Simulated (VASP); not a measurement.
# CoH3 (P1) in VASP: single point with PBE

Aim: the single point of CoH3 with PBE.

All numbers are computed with VASP 6.6.1; they aren't measurements. Logs are shortened: lines on timing, memory, paths and dates and some standing lists are left out, and cuts for length are marked.

## (1) The cell of the first run

The typed cell holds 8 atoms: a = 2.656 Å, b = 2.657 Å, c = 5.251 Å, α = 90.05°, β = 90.05°, γ = 87.96°.

## (2) Single point, PBE

INCAR reads:

```
PREC     = Accurate       # precision mode
ENCUT    = 520            # plane-wave cutoff, eV
EDIFF    = 1E-7           # SCF threshold, eV
ISMEAR   = 0              # smearing method
SIGMA    = 0.2            # smearing width, eV
LREAL    = False          # projectors in reciprocal space
LASPH    = True           # aspherical terms in the spheres
NELM     = 100            # most SCF steps
ALGO     = Normal         # electronic algorithm
ISIF     = 2              # what is computed and relaxed
LWAVE    = False          # write WAVECAR
LCHARG   = False          # write CHGCAR
GGA      = PE             # functional
NBANDS   = 22             # bands
```

KPOINTS reads:

```
Automatic mesh
0
Gamma
  8 8 4
```

POSCAR reads:

```
CoH3
1.0
   -2.6552519829      0.0008694352     -0.0471782740
   -0.0475665924      0.0009706983     -2.6570129011
    0.0028375287     -5.2509275352      0.0029540620
Co H
2 6
Direct
    1.0510774969      1.0547625445      0.9996281096
    0.0534932682      1.0524564411      0.4996232728
    1.0032263255      0.4607252907      0.7510182910
    1.0032389115      0.4606833573      0.2493756872
    0.4787683962      0.4882081495      0.5000129146
    0.4904483880      0.4764951987      1.0000091467
    0.4598257346      1.0033360889      0.7493766104
    0.4599214792      0.0033329294      0.2509559676
```

Potentials or basis: VASP PAW PBE potentials, release 64 (Co, H).

Launch:

```sh
$ cat potpaw_PBE.64/Co/POTCAR potpaw_PBE.64/H/POTCAR > POTCAR
$ mpirun -np 1 vasp_std > vasp.out
```

OUTCAR:

```text
PREC = Accurate
   ENCUT = 520
   EDIFF = 1E-7
   ISMEAR = 0
   LREAL = False
   LASPH = True
   NELM = 100
   ISIF = 2
   GGA = PE

 ion  position               nearest neighbor table
   1  0.051  0.055  1.000-   6 1.65   3 1.70   4 1.70   7 1.71   8 1.71   6 1.83   6 1.90   2 2.63
                             2 2.63
   2  0.053  0.052  0.500-   5 1.65   8 1.70   7 1.70   4 1.71   3 1.71   5 1.84   5 1.88   1 2.63
                             1 2.63
   3  0.003  0.461  0.751-   1 1.70   2 1.71
   4  0.003  0.461  0.249-   1 1.70   2 1.71
   5  0.479  0.488  0.500-   2 1.65   2 1.84   2 1.88
   6  0.490  0.476  0.000-   1 1.65   1 1.83   1 1.90
   7  0.460  0.003  0.749-   2 1.70   1 1.71
   8  0.460  0.003  0.251-   2 1.70   1 1.71

  LATTYP: Found a triclinic cell.
 ALAT       =     2.6574388195
 B/A-ratio  =     0.9993348491
 C/A-ratio  =     1.9759360382
 COS(alpha) =     0.0008776830
 COS(beta)  =     0.0009374371
 COS(gamma) =     0.0356589621

  Lattice vectors:

 A1 = (  -0.0475665924,   0.0009706983,  -2.6570129011)
 A2 = (  -2.6552519829,   0.0008694352,  -0.0471782740)
 A3 = (  -0.0028375287,   5.2509275352,  -0.0029540620)

Analysis of symmetry for initial positions (statically):
=====================================================================
 Subroutine PRICEL returns:
 Original cell was already a primitive cell.

 Routine SETGRP: Setting up the symmetry group for a
 triclinic supercell.

 Subroutine GETGRP returns: Found  1 space group operations
 (whereof  1 operations were pure point group operations)
 out of a pool of  2 trial point group operations.

The static configuration has the point symmetry C_1 .

Analysis of symmetry for dynamics (positions and initial velocities):
=====================================================================
 Subroutine PRICEL returns:
 Original cell was already a primitive cell.

 Routine SETGRP: Setting up the symmetry group for a
 triclinic supercell.

 Subroutine GETGRP returns: Found  1 space group operations
 (whereof  1 operations were pure point group operations)
 out of a pool of  2 trial point group operations.

The dynamic configuration has the point symmetry C_1 .

 Subroutine INISYM returns: Found  1 space group operations
 (whereof  1 operations are pure point group operations),
 and found     1 'primitive' translations

----------------------------------------------------------------------------------------

                                     Primitive cell

  volume of cell :      37.0337

  direct lattice vectors                    reciprocal lattice vectors
    -2.655251983  0.000869435 -0.047178274    -0.376731988 -0.000199787  0.006744289
    -0.047566592  0.000970698 -2.657012901     0.006689235 -0.000208186 -0.376482322
     0.002837529 -5.250927535  0.002954062    -0.000061142 -0.190442616 -0.000068481

  length of vectors
     2.655671222  2.657438820  5.250929133     0.376792404  0.376541801  0.190442638

  position of ions in fractional coordinates (direct lattice)
     0.051077497  0.054762545  0.999628110
     0.053493268  0.052456441  0.499623273
     0.003226326  0.460725291  0.751018291
     0.003238911  0.460683357  0.249375687
     0.478768396  0.488208149  0.500012915
     0.490448388  0.476495199  0.000009147
     0.459825735  0.003336089  0.749376610
     0.459921479  0.003332929  0.250955968

  ion indices of the primitive-cell ions
   primitive index   ion index
                 1           1
                 2           2
                 3           3
                 4           4
                 5           5
                 6           6
                 7           7
                 8           8

----------------------------------------------------------------------------------------

 KPOINTS: Automatic mesh

Automatic generation of k-mesh.
 Grid dimensions read from file:
 generate k-points for:    8    8    4

 Generating k-lattice:

  Cartesian coordinates                     Fractional coordinates (reciprocal lattice)
    -0.047091498 -0.000024973  0.000843036     0.125000000  0.000000000 -0.000000000
     0.000836154 -0.000026023 -0.047060290    -0.000000000  0.125000000  0.000000000
    -0.000015285 -0.047610654 -0.000017120     0.000000000 -0.000000000  0.250000000

  Length of vectors
     0.047099051  0.047067725  0.047610660

  Shift w.r.t. Gamma in fractional coordinates (k-lattice)
     0.000000000  0.000000000  0.000000000

 Subroutine IBZKPT returns following result:
 ===========================================

 Found    132 irreducible k-points:

 Following reciprocal coordinates:
            Coordinates               Weight
  0.000000  0.000000  0.000000      1.000000
  0.125000 -0.000000 -0.000000      2.000000
  0.250000 -0.000000 -0.000000      2.000000
  0.375000 -0.000000  0.000000      2.000000
  0.500000 -0.000000 -0.000000      1.000000
 -0.000000  0.125000  0.000000      2.000000
[... 16 lines left out ...]
  0.125000  0.375000  0.000000      2.000000
  0.250000  0.375000 -0.000000      2.000000
 [... further k-points ...]
   k-points           NKPTS =    132   k-points in BZ     NKDIM =    132   number of bands    NBANDS=     22
   number of dos      NEDOS =    301   number of ions     NIONS =      8
   total plane-waves  NPLWV =  16000
   dimension x,y,z NGX =    20 NGY =   20 NGZ =   40
   dimension x,y,z NGXF=    40 NGYF=   40 NGZF=   80
   ions per type =               2   6
   NGX,Y,Z   is equivalent  to a cutoff of  12.52, 12.51, 12.66 a.u.
   NGXF,Y,Z  is equivalent  to a cutoff of  25.04, 25.02, 25.33 a.u.
 SYSTEM =  unknown system
   PREC   = accura    normal or accurate (medium, high low for compatibility)
   ISTART =      0    job   : 0-new  1-cont  2-samecut
   ICHARG =      2    charge: 1-file 2-atom 10-const
   ISPIN  =      1    spin polarized calculation?
   LNONCOLLINEAR =      F non collinear calculations
   LSORBIT =      F    spin-orbit coupling
   LASPH  =      T    aspherical Exc in radial PAW
   ENCUT  =  520.0 eV  38.22 Ry    6.18 a.u.   4.94  4.94  9.76*2*pi/ulx,y,z
   NELM   =    100;   NELMIN=  2; NELMDL= -5     # of ELM steps
   EDIFF  = 0.1E-06   stopping-criterion for ELM
   LREAL  =      F    real-space projection
   EDIFFG = 0.1E-05   stopping-criterion for IOM
   NSW    =      0    number of steps for IOM
   IBRION =     -1    ionic relax: 0-MD 1-quasi-New 2-CG
   NFREE  =      0    steps in history (QN), initial steepest desc. (CG)
   ISIF   =      2    stress and relaxation
   ISYM   =      2    0-nonsym 1-usesym 2-fastsym
   POTIM  = 0.5000    time-step for ionic-motion
   TEBEG  =    0.0;   TEEND  =   0.0 temperature during run
   PSTRESS=    0.0 pullay stress
   NELECT =      24.0000    total number of electrons
   NUPDOWN=      -1.0000    fix difference up-down
   EMIN   =  10.00;   EMAX   =-10.00  energy-range for DOS
   EFERMI =   0.00;   METHOD = LEGACY
   ISMEAR =     0;   SIGMA  =   0.20  broadening in eV -4-tet -1-fermi 0-gaus
   EFERMI_NEDOS =   21; number of points for ismear=-14 and -15
   IALGO  =     38    algorithm
   IMIX   =      4    mixing-type and parameters
     AMIX     =   0.40;   BMIX     =  1.00
     AMIX_MAG =   1.60;   BMIX_MAG =  1.00
  volume/ion in A,a.u.               =       4.63        31.24
  Fermi-wavevector in a.u.,A,eV,Ry     =   1.416705  2.677185 27.307629  2.007054
  Thomas-Fermi vector in A             =   2.538012
   LORBIT       =      0    0 simple, 1 ext, 2 COOP (PROOUT), +10 PAW based schemes
   GGA     = PE    functional components
   LHFCALC =     F    Hartree Fock is set to
   AEXX    =    0.0000 exact exchange contribution
   IVDW    =     0    specifies the selected vdW correction
   LEPSILON=     F    determine dielectric tensor
   LRPA    =     F    only Hartree local field effects (RPA)
 non-spin polarized calculation
 Gauss-broadening in eV      SIGMA  =   0.20
  energy-cutoff  :      520.00
  volume of cell :       37.03
 maximum number of plane-waves:      1016
   NGX =  9   NGY =  9   NGZ = 19

 number of electron      23.9999987 magnetization

 Free energy of the ion-electron system (eV)
  ---------------------------------------------------
  ext. energy  EPLUGINS =         0.00000000
  ---------------------------------------------------
  free energy    TOTEN  =       -32.42876240 eV

  energy without entropy =      -32.39290509  energy(sigma->0) =      -32.41083374

 E-fermi :   7.6537     XC(G=0): -12.5201

 val. band max:        7.6504479317   @ k =   0.3750   0.5000   0.5000
 cond. band min:       7.6653339420   @ k =  -0.1250   0.3750  -0.0000
 fundamental gap:      0.0148860103
 Fermi energy:         7.6536520134

 k-point     1 :       0.0000    0.0000    0.0000
  band No.  band energies     occupation
      1      -6.0244      2.00000
      2      -1.6087      2.00000
      3      -0.5438      2.00000
      4       2.9972      2.00000
      5       3.3516      2.00000
      6       4.6588      2.00000
[... 14 lines left out ...]
     21      23.6568      0.00000
     22      24.0030      0.00000

 k-point     2 :       0.1250   -0.0000   -0.0000
  band No.  band energies     occupation
      1      -5.6981      2.00000
      2      -1.4218      2.00000
      3      -0.2228      2.00000
      4       3.0310      2.00000
      5       3.3700      2.00000
      6       4.7664      2.00000
[... 14 lines left out ...]
     21      22.0784      0.00000
     22      23.4495      0.00000

 k-point     3 :       0.2500   -0.0000   -0.0000
  band No.  band energies     occupation
      1      -4.7435      2.00000
      2      -0.8923      2.00000
      3       0.6803      2.00000
      4       2.5607      2.00000
      5       3.6389      2.00000
      6       4.1541      2.00000
[... 14 lines left out ...]
     21      21.0922      0.00000
     22      23.8527      0.00000
[... 476 lines left out ...]
 k-point    23 :       0.1250    0.3750    0.0000
  band No.  band energies     occupation
      1      -3.0445      2.00000
      2      -0.0185      2.00000
      3       1.3565      2.00000
      4       1.9437      2.00000
      5       2.9793      2.00000
      6       4.0811      2.00000
[... 14 lines left out ...]
     21      22.5452      0.00000
     22      22.6146      0.00000

 k-point    24 :       0.2500    0.3750   -0.0000
  band No.  band energies     occupation
      1      -2.3041      2.00000
      2       0.3830      2.00000
      3       1.8986      2.00000
      4       1.9949      2.00000
      5       2.5178      2.00000
      6       3.8747      2.00000
[... 14 lines left out ...]
     21      20.0783      0.00000
     22      21.5599      0.00000

 [... further k-points ...]

------------------------ aborting loop because EDIFF is reached ----------------------------------------

  FORCE on cell =-STRESS in cart. coord.  units (eV):
  Direction    XX          YY          ZZ          XY          YZ          ZX
  --------------------------------------------------------------------------------------
  -------------------------------------------------------------------------------------
  Total       -0.0861843     -0.0699484     -0.0870955      0.0017651      0.0020437      0.0254947
  in kB       -3.7285661     -3.0261555     -3.7679870      0.0763617      0.0884180      1.1029704
  external PRESSURE =      -3.5075695 kB  Pullay stress =       0.0000000 kB

 VOLUME and BASIS-vectors are now :
 -----------------------------------------------------------------------------
  energy-cutoff  :      520.00
  volume of cell :       37.03
      direct lattice vectors                 reciprocal lattice vectors
    -2.655251983  0.000869435 -0.047178274    -0.376731988 -0.000199787  0.006744289
    -0.047566592  0.000970698 -2.657012901     0.006689235 -0.000208186 -0.376482322
     0.002837529 -5.250927535  0.002954062    -0.000061142 -0.190442616 -0.000068481

 POSITION                                       TOTAL-FORCE (eV/Angst)
 -----------------------------------------------------------------------------------
     -0.13539     -5.24888     -0.14496         0.026475     -0.000964      0.030687
     -0.14312     -2.62339     -0.14043         0.029468     -0.001077      0.028116
     -0.02835     -3.94309     -1.22209        -0.004747      0.001154     -0.012672
     -0.02981     -1.30900     -1.22346        -0.004825     -0.000225     -0.012686
     -1.29305     -2.62464     -1.31829        -0.012603      0.000209     -0.010330
     -1.32493      0.00084     -1.28919        -0.009455      0.000175     -0.013347
     -1.21899     -3.93452     -0.02834        -0.012191     -0.000487     -0.004883
     -1.22065     -1.31735     -0.02981        -0.012121      0.001215     -0.004885
 -----------------------------------------------------------------------------------
    total drift:                               -0.000275      0.000001     -0.000413

  FREE ENERGIE OF THE ION-ELECTRON SYSTEM (eV)
  ---------------------------------------------------
  free  energy   TOTEN  =       -32.4287623995 eV

  energy  without entropy=      -32.3929050892  energy(sigma->0) =      -32.41083374
```

Run time: 1.7 min. Hardware: 1 thread of Intel Xeon Platinum 8259CL at 2.50GHz (Skylake/Cascade Lake), shared host; peak memory 0.21 GiB.

What came out:

| Quantity | Value |
| --- | --- |
| Free energy | -32.4288 eV |
| Pressure | -0.4 GPa |
| Largest force | 0.041 eV/Å |
| Band gap on the k mesh | zero (bands 12 and 13 overlap by 0.50 eV) |

Forces in eV/Å, atoms in the order of the input:
```
Co   0.026 -0.001  0.031
Co   0.029 -0.001  0.028
H   -0.005  0.001 -0.013
H   -0.005  0.000 -0.013
H   -0.013  0.000 -0.010
H   -0.009  0.000 -0.013
H   -0.012  0.000 -0.005
H   -0.012  0.001 -0.005
```

Stress tensor (GPa, compression positive):
```
-0.37  0.01  0.11
 0.01 -0.30  0.01
 0.11  0.01 -0.38
```

Caveat: the run has no spin polarisation, though such a crystal can be magnetic. Spin polarisation is off, so any magnetic state and its effect on volume and gap are missing.
